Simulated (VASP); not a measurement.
# PbO2 (P4_2/mnm) in VASP: single point with HSE06

Aim: the single point of PbO2 with HSE06.

All numbers are computed with VASP 6.6.1; they aren't measurements. Logs are shortened: lines on timing, memory, paths and dates and some standing lists are left out, and cuts for length are marked.

### Step 1. The cell of the first run

The structure is tetragonal, space group P4_2/mnm (No. 136). Conventional cell: a = 4.784 Å, b = 4.784 Å, c = 3.554 Å, α = 90.00°, β = 90.00°, γ = 90.00°. Pb (site symmetry mmm) has 6 O at 2.08 to 2.20 Å within 2.8 Å. Within 2.8 Å of O (site symmetry m2m) lie 3 Pb at 2.08 to 2.20 Å and 1 O at 2.60 Å.

### Step 2. Single point, HSE06 (epitaxial xy strain -4.0%)

The input, POSCAR:

```
PbO2
1.0
    4.7844922378      0.0000000000      0.0000000000
    0.0000000000      4.7844922378      0.0000000000
    0.0000000000      0.0000000000      3.5540963833
Pb O
2 4
Direct
    0.0000000000      0.0000000000      0.0000000000
    0.5000000000      0.5000000000      0.5000000000
    0.3079546344      0.3079546344      0.0000000000
    0.1920453656      0.8079546344      0.5000000000
    0.8079546344      0.1920453656      0.5000000000
    0.6920453656      0.6920453656      0.0000000000
```

The input, INCAR.step1:

```
ALGO = Normal ; EDIFF = 1E-5
ENCUT = 520 ; GGA = PE
ISIF = 2 ; ISMEAR = -1
KPAR = 4 ; LASPH = T
LCHARG = F ; LREAL = F
LWAVE = T ; NBANDS = 35
NELM = 80 ; PREC = Accurate
SIGMA = 0.02
```

The input, INCAR.step2:

```
ALGO = Normal ; EDIFF = 1E-6
ENCUT = 520 ; GGA = PE
HFSCREEN = 0.2079 ; ISIF = 2
ISMEAR = -1 ; ISTART = 1
KPAR = 4 ; LASPH = T
LCHARG = F ; LHFCALC = T
LREAL = F ; LWAVE = F
NBANDS = 35 ; NELM = 80
PREC = Accurate ; PRECFOCK = Fast
SIGMA = 0.02
```

The input, KPOINTS:

```
k-points
0
Gamma
  4 4 4
```

Potentials or basis: VASP PAW PBE potentials, release 64 (Pb_d, O).

On the command line:

```
> cat potpaw_PBE.64/Pb_d/POTCAR potpaw_PBE.64/O/POTCAR > POTCAR
> cp INCAR.step1 INCAR
> mpirun -np 4 vasp_std > vasp.out
> cp INCAR.step2 INCAR
> mpirun -np 4 vasp_std > vasp.out
```

OUTCAR:

```text
EDIFF = 1E-6
   ENCUT = 520
   GGA = PE
   HFSCREEN = 0.2079
   ISIF = 2
   ISMEAR = -1
   ISTART = 1
   LASPH = T
   LHFCALC = T
   LREAL = F
   NELM = 80
   PREC = Accurate
   PRECFOCK = Fast

 ion  position               nearest neighbor table
   1  0.000  0.000  0.000-   3 2.08   6 2.08   5 2.20   4 2.20   4 2.20   5 2.20   2 3.82   2 3.82
                             2 3.82   2 3.82   2 3.82   2 3.82   2 3.82   2 3.82
   2  0.500  0.500  0.500-   4 2.08   5 2.08   3 2.20   6 2.20   3 2.20   6 2.20   1 3.82   1 3.82
                             1 3.82   1 3.82   1 3.82   1 3.82   1 3.82   1 3.82
   3  0.308  0.308  0.000-   1 2.08   2 2.20   2 2.20
   4  0.192  0.808  0.500-   2 2.08   1 2.20   1 2.20
   5  0.808  0.192  0.500-   2 2.08   1 2.20   1 2.20
   6  0.692  0.692  0.000-   1 2.08   2 2.20   2 2.20

  LATTYP: Found a simple tetragonal cell.
 ALAT       =     4.7844922378
 C/A-ratio  =     0.7428366913

  Lattice vectors:

 A1 = (   4.7844922378,   0.0000000000,   0.0000000000)
 A2 = (   0.0000000000,   4.7844922378,   0.0000000000)
 A3 = (   0.0000000000,   0.0000000000,   3.5540963833)

Analysis of symmetry for initial positions (statically):
=====================================================================
 Subroutine PRICEL returns:
 Original cell was already a primitive cell.

 Routine SETGRP: Setting up the symmetry group for a
 simple tetragonal supercell.

 Subroutine GETGRP returns: Found 16 space group operations
 (whereof  8 operations were pure point group operations)
 out of a pool of 16 trial point group operations.

The static configuration has the point symmetry D_2h.
 The point group associated with its full space group is D_4h.

Analysis of symmetry for dynamics (positions and initial velocities):
=====================================================================
 Subroutine PRICEL returns:
 Original cell was already a primitive cell.

 Routine SETGRP: Setting up the symmetry group for a
 simple tetragonal supercell.

 Subroutine GETGRP returns: Found 16 space group operations
 (whereof  8 operations were pure point group operations)
 out of a pool of 16 trial point group operations.

The dynamic configuration has the point symmetry D_2h.
 The point group associated with its full space group is D_4h.

 Subroutine INISYM returns: Found 16 space group operations
 (whereof  8 operations are pure point group operations),
 and found     1 'primitive' translations

----------------------------------------------------------------------------------------

                                     Primitive cell

  volume of cell :      81.3581

  direct lattice vectors                    reciprocal lattice vectors
     4.784492238  0.000000000  0.000000000     0.209008595  0.000000000  0.000000000
     0.000000000  4.784492238  0.000000000     0.000000000  0.209008595  0.000000000
     0.000000000  0.000000000  3.554096383     0.000000000  0.000000000  0.281365470

  length of vectors
     4.784492238  4.784492238  3.554096383     0.209008595  0.209008595  0.281365470

  position of ions in fractional coordinates (direct lattice)
     0.000000000  0.000000000  0.000000000
     0.500000000  0.500000000  0.500000000
     0.307954634  0.307954634  0.000000000
     0.192045366  0.807954634  0.500000000
     0.807954634  0.192045366  0.500000000
     0.692045366  0.692045366  0.000000000

  ion indices of the primitive-cell ions
   primitive index   ion index
                 1           1
                 2           2
                 3           3
                 4           4
                 5           5
                 6           6

----------------------------------------------------------------------------------------

 KPOINTS: k-points

Automatic generation of k-mesh.
 Grid dimensions read from file:
 generate k-points for:    4    4    4

 Generating k-lattice:

  Cartesian coordinates                     Fractional coordinates (reciprocal lattice)
     0.052252149  0.000000000  0.000000000     0.250000000  0.000000000  0.000000000
     0.000000000  0.052252149  0.000000000     0.000000000  0.250000000  0.000000000
     0.000000000  0.000000000  0.070341368     0.000000000  0.000000000  0.250000000

  Length of vectors
     0.052252149  0.052252149  0.070341368

  Shift w.r.t. Gamma in fractional coordinates (k-lattice)
     0.000000000  0.000000000  0.000000000

 Subroutine IBZKPT returns following result:
 ===========================================

 Found     18 irreducible k-points:

 Following reciprocal coordinates:
            Coordinates               Weight
  0.000000  0.000000  0.000000      1.000000
  0.250000  0.000000  0.000000      4.000000
  0.500000  0.000000  0.000000      2.000000
  0.250000  0.250000  0.000000      4.000000
  0.500000  0.250000  0.000000      4.000000
  0.500000  0.500000  0.000000      1.000000
[... 10 lines left out ...]
  0.500000  0.250000  0.500000      4.000000
  0.500000  0.500000  0.500000      1.000000
   k-points           NKPTS =     18   k-points in BZ     NKDIM =     64   number of bands    NBANDS=     35
   number of dos      NEDOS =    301   number of ions     NIONS =      6
   total plane-waves  NPLWV =  36288
   dimension x,y,z NGX =    36 NGY =   36 NGZ =   28
   dimension x,y,z NGXF=    72 NGYF=   72 NGZF=   56
   ions per type =               2   4
   NGX,Y,Z   is equivalent  to a cutoff of  12.51, 12.51, 13.10 a.u.
   NGXF,Y,Z  is equivalent  to a cutoff of  25.02, 25.02, 26.19 a.u.
 SYSTEM =  unknown system
   PREC   = accura    normal or accurate (medium, high low for compatibility)
   ISTART =      1    job   : 0-new  1-cont  2-samecut
   ICHARG =      0    charge: 1-file 2-atom 10-const
   ISPIN  =      1    spin polarized calculation?
   LNONCOLLINEAR =      F non collinear calculations
   LSORBIT =      F    spin-orbit coupling
   LASPH  =      T    aspherical Exc in radial PAW
   ENCUT  =  520.0 eV  38.22 Ry    6.18 a.u.   8.90  8.90  6.61*2*pi/ulx,y,z
   NELM   =     80;   NELMIN=  2; NELMDL=  0     # of ELM steps
   EDIFF  = 0.1E-05   stopping-criterion for ELM
   LREAL  =      F    real-space projection
   EDIFFG = 0.1E-04   stopping-criterion for IOM
   NSW    =      0    number of steps for IOM
   IBRION =     -1    ionic relax: 0-MD 1-quasi-New 2-CG
   NFREE  =      0    steps in history (QN), initial steepest desc. (CG)
   ISIF   =      2    stress and relaxation
   ISYM   =      3    0-nonsym 1-usesym 2-fastsym
   POTIM  = 0.5000    time-step for ionic-motion
   TEBEG  =    0.0;   TEEND  =   0.0 temperature during run
   PSTRESS=    0.0 pullay stress
   NELECT =      52.0000    total number of electrons
   NUPDOWN=      -1.0000    fix difference up-down
   EMIN   =  10.00;   EMAX   =-10.00  energy-range for DOS
   EFERMI =   0.00;   METHOD = LEGACY
   ISMEAR =    -1;   SIGMA  =   0.02  broadening in eV -4-tet -1-fermi 0-gaus
   EFERMI_NEDOS =   21; number of points for ismear=-14 and -15
   IALGO  =     38    algorithm
   IMIX   =      1    mixing-type and parameters
     AMIX     =   0.40;   BMIX     =  1.00
     AMIX_MAG =   1.60;   BMIX_MAG =  1.00
  volume/ion in A,a.u.               =      13.56        91.51
  Fermi-wavevector in a.u.,A,eV,Ry     =   1.410184  2.664860 27.056785  1.988618
  Thomas-Fermi vector in A             =   2.532163
   LORBIT       =      0    0 simple, 1 ext, 2 COOP (PROOUT), +10 PAW based schemes
   GGA     = PE    functional components
   LHFCALC =     T    Hartree Fock is set to
   PRECFOCK=fast      Normal, Fast or Accurate (Low or Medium for compatibility)
   ENCUT4O =  -1.0   cutoff for four orbital integrals eV
   NKREDX  =     1    reduce k-point grid by
   NKREDY  =     1    reduce k-point grid by
   NKREDZ  =     1    reduce k-point grid by
   AEXX    =    0.2500 exact exchange contribution
   HFSCREEN=    0.2079 screening length (either q_TF or 0.3 A-1)
   HFSCREENC=   0.2079 screening length for correlation (either q_TF or 0.3 A-1)
   ENCUTFOCK=  -1.0 apply spherical cutoff to Coloumb kernel
   IVDW    =     0    specifies the selected vdW correction
   LEPSILON=     F    determine dielectric tensor
   LRPA    =     F    only Hartree local field effects (RPA)
 non-spin polarized calculation
  energy-cutoff  :      520.00
  volume of cell :       81.36
 maximum number of plane-waves:      2224
 NGX is ok and might be reduce to    36
  NGX = 24; NGY = 24; NGZ = 16

 number of electron      52.0000012 magnetization

 Free energy of the ion-electron system (eV)
  ---------------------------------------------------
  ext. energy  EPLUGINS =         0.00000000
  ---------------------------------------------------
  free energy    TOTEN  =       -40.75022103 eV

  energy without entropy =      -40.74881442  energy(sigma->0) =      -40.74951773

 E-fermi :   3.7879     XC(G=0):  -8.9317

 val. band max:        3.7659405973   @ k =   0.5000   0.0000   0.5000
 cond. band min:       5.5965431686   @ k =   0.2500   0.0000   0.0000
 fundamental gap:      1.8306025713
 Fermi energy:         3.7879151688

 k-point     1 :       0.0000    0.0000    0.0000
  band No.  band energies     occupation
      1     -16.4959      2.00000
      2     -16.2833      2.00000
      3     -14.4922      2.00000
      4     -14.4922      2.00000
      5     -13.1092      2.00000
      6     -12.8315      2.00000
[... 27 lines left out ...]
     34      17.6445      0.00000
     35      17.7128      0.00000

 k-point     2 :       0.2500    0.0000    0.0000
  band No.  band energies     occupation
      1     -16.2823      2.00000
      2     -16.1443      2.00000
      3     -15.0083      2.00000
      4     -14.8924      2.00000
      5     -12.8194      2.00000
      6     -12.8184      2.00000
[... 27 lines left out ...]
     34      17.6679      0.00000
     35      18.0931      0.00000
[... 568 lines left out ...]
     34      16.5146      0.00000
     35      18.4983      0.00000

 k-point    18 :       0.5000    0.5000    0.5000
  band No.  band energies     occupation
      1     -15.7398      2.00000
      2     -15.7398      2.00000
      3     -15.5828      2.00000
      4     -15.5828      2.00000
      5     -12.5320      2.00000
      6     -12.5320      2.00000
[... 27 lines left out ...]
     34      15.8445      0.00000
     35      19.3611      0.00000

------------------------ aborting loop because EDIFF is reached ----------------------------------------

  FORCE on cell =-STRESS in cart. coord.  units (eV):
  Direction    XX          YY          ZZ          XY          YZ          ZX
  --------------------------------------------------------------------------------------
  -------------------------------------------------------------------------------------
  Total        2.3071084      2.3071084     -1.6635280     -0.0000000      0.0000000      0.0000000
  in kB       45.4336553     45.4336553    -32.7596907     -0.0000000      0.0000000      0.0000000
  external PRESSURE =      19.3692066 kB  Pullay stress =       0.0000000 kB

 VOLUME and BASIS-vectors are now :
 -----------------------------------------------------------------------------
  energy-cutoff  :      520.00
  volume of cell :       81.36
      direct lattice vectors                 reciprocal lattice vectors
     4.784492238  0.000000000  0.000000000     0.209008595  0.000000000  0.000000000
     0.000000000  4.784492238  0.000000000     0.000000000  0.209008595  0.000000000
     0.000000000  0.000000000  3.554096383     0.000000000  0.000000000  0.281365470

 POSITION                                       TOTAL-FORCE (eV/Angst)
 -----------------------------------------------------------------------------------
      0.00000      0.00000      0.00000        -0.000000      0.000000      0.000000
      2.39225      2.39225      1.77705        -0.000000      0.000000      0.000000
      1.47341      1.47341      0.00000        -0.041125     -0.041125     -0.000000
      0.91884      3.86565      1.77705         0.041125     -0.041125      0.000000
      3.86565      0.91884      1.77705        -0.041125      0.041125     -0.000000
      3.31109      3.31109      0.00000         0.041125      0.041125      0.000000
 -----------------------------------------------------------------------------------
    total drift:                               -0.000004     -0.000003     -0.000003

  FREE ENERGIE OF THE ION-ELECTRON SYSTEM (eV)
  ---------------------------------------------------
  free  energy   TOTEN  =       -40.7502210343 eV

  energy  without entropy=      -40.7488144217  energy(sigma->0) =      -40.74951773
```

Run time: 29 min. Hardware: 4 MPI ranks of AMD EPYC 7R43 (Zen 3), shared host; peak memory 0.3 GiB.

What came out:

```yaml
Free_energy: -40.7502 eV
Pressure: 1.9 GPa
Largest_force: 0.058 eV/Å
Band_gap_on_the_k_mesh: zero (bands 26 and 27 overlap by 0.36 eV)
```

Forces on the atoms (eV/Å):
```
Pb   0.000  0.000  0.000
Pb   0.000  0.000  0.000
O   -0.041 -0.041  0.000
O    0.041 -0.041  0.000
O   -0.041  0.041  0.000
O    0.041  0.041  0.000
```

Levels at points of the mesh, in eV from the Fermi level:
```csv
k point,band 24,band 25,band 26,band 27,band 28,band 29
"(0.00, 0.00, 0.00)",-0.84,-0.84,-0.41,-0.39,5.56,6.96
"(0.50, 0.00, 0.00)",-0.88,-0.71,-0.71,4.05,4.05,7.60
"(0.50, 0.50, 0.00)",-0.93,-0.87,-0.87,4.25,4.25,8.13
"(0.00, 0.00, 0.50)",-1.72,-1.34,-1.34,5.42,5.42,10.75
"(0.50, 0.00, 0.50)",-1.24,-0.02,-0.02,5.94,5.94,9.30
"(0.50, 0.50, 0.50)",-1.06,-0.93,-0.93,4.36,4.36,10.02
```

Caveat: the k points lie up to 0.44 Å⁻¹ apart; the cell differs from its parent crystal (epitaxial xy strain -4.0%); the structure was generated, so it needn't be the stable form of PbO2; the PAW data sets were made with another functional, which shifts forces and pressure a little; spin-orbit coupling is left out, which moves the levels of the heavy elements.

The gap in the log of VASP goes by the Fermi energy; the results here count the filled bands.